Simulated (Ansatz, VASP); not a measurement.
One calculation of PbS, two programs

INCAR

```
SYSTEM = PbS
PREC = Accurate
ENCUT = 520
EDIFF = 1E-6
ISMEAR = -1
SIGMA = 0.08
LREAL = .False.
LASPH = .True.
NELM = 100
ALGO = Normal
ISIF = 2
LWAVE = .False.
LCHARG = .False.
NBANDS = 17
```

KPOINTS

```
regular mesh
0
Gamma
  12 12 12
  0 0 0
```

POSCAR

```
PbS
1.0
    0.0000000000      2.6195313172      2.6195313172
    2.6195313172      0.0000000000      2.6195313172
    2.6195313172      2.6195313172      0.0000000000
Pb S
1 1
Direct
    0.0000000000      0.0000000000      0.0000000000
    0.5000000000      0.5000000000      0.5000000000
```

Input for Ansatz:

```yaml
crystal:
  lattice:
    - [0.0, 2.6195313172, 2.6195313172]
    - [2.6195313172, 0.0, 2.6195313172]
    - [2.6195313172, 2.6195313172, 0.0]
  atoms:
    - { symbol: Pb, position: [0.0, 0.0, 0.0] }
    - { symbol: S, position: [0.5, 0.5, 0.5] }
kpoints:
  mp_grid: { grid: [12, 12, 12] }
scf:
  occupations: { method: fermi_dirac, width: 0.08 }
hamiltonian:
  xc: lda
  pseudopotentials: { kind: all_electron, lapw: { basis_error: 0.001 } }
output:
  forces: true
  stress: true
  eigenvalues: true
  populations: true
```

Change from the starting cell: volume scaled by 0.72, LAPW.

Alike in both runs: task single point; functional LDA; k mesh 12 × 12 × 12; occupations fermi-dirac, width 0.08 eV; no spin polarisation.

|  | VASP | Ansatz |
| --- | --- | --- |
| version | VASP 6.6.1 | Ansatz 0.2.0 |
| potentials or method | VASP PAW LDA potentials, release 64 (Pb_d, S), cutoff 520 eV | all-electron LAPW, scalar-relativistic |

Ansatz gave:

```
pressure (GPa) : 42.1
```

Q: What did VASP give for the same quantities?

A: Pressure (GPa): 42.2.

LDA's correlation is that of Perdew and Zunger in VASP and of Perdew and Wang (1992) in Ansatz. Both programs put the cell under a high pressure, so it lies far from rest at this level. Ansatz ran all-electron here, and VASP with PAW potentials.

Spin-orbit coupling is off throughout.
